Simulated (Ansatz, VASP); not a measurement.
## MgO: VASP beside Ansatz

```
Mg O
1.0
     0.00000    2.10956    2.10956
     2.10956    0.00000    2.10956
     2.10956    2.10956    0.00000
Mg O
1 1
Direct
  0.03327 0.03327 0.96673
  0.44946 0.44946 0.55054
```

Change from the starting cell: mode 6 frozen in at -0.215 Å, equal normal strain along x, y and z -0.0083.

Alike in both runs: task single point; functional PBE; k mesh 10 × 10 × 10; occupations gaussian, width 0.05 eV; no spin polarisation.

|  | VASP | Ansatz |
| --- | --- | --- |
| version | VASP 6.6.1 | Ansatz 0.2.0 |
| potentials or method | VASP PAW PBE potentials, release 64 (Mg, O), cutoff 600 eV | scalar-relativistic, plane waves, PAW |
| valence electrons in the cell | 8 | 16 |

```csv
,VASP,Ansatz,Ansatz less VASP
gap on the k mesh at the Fermi level (eV),4.65,4.67,+0.015
least direct gap on the mesh (eV),4.65,4.67,+0.015
pressure (GPa),17.4,18.1,+0.66
"traceless stress, the component that is largest in VASP (GPa)",34.42,33.68,-0.743
rms of the force components (eV/Å),2.225,2.181,-0.0444
```

Atom by atom the forces differ by 0.044 eV/Å (rms over components). With one functional, cell and mesh, what is left measures potentials, basis and numerics. VASP's potentials hold 8 valence electrons a cell and Ansatz's 16, so a difference there can come from the potentials and not from the codes.
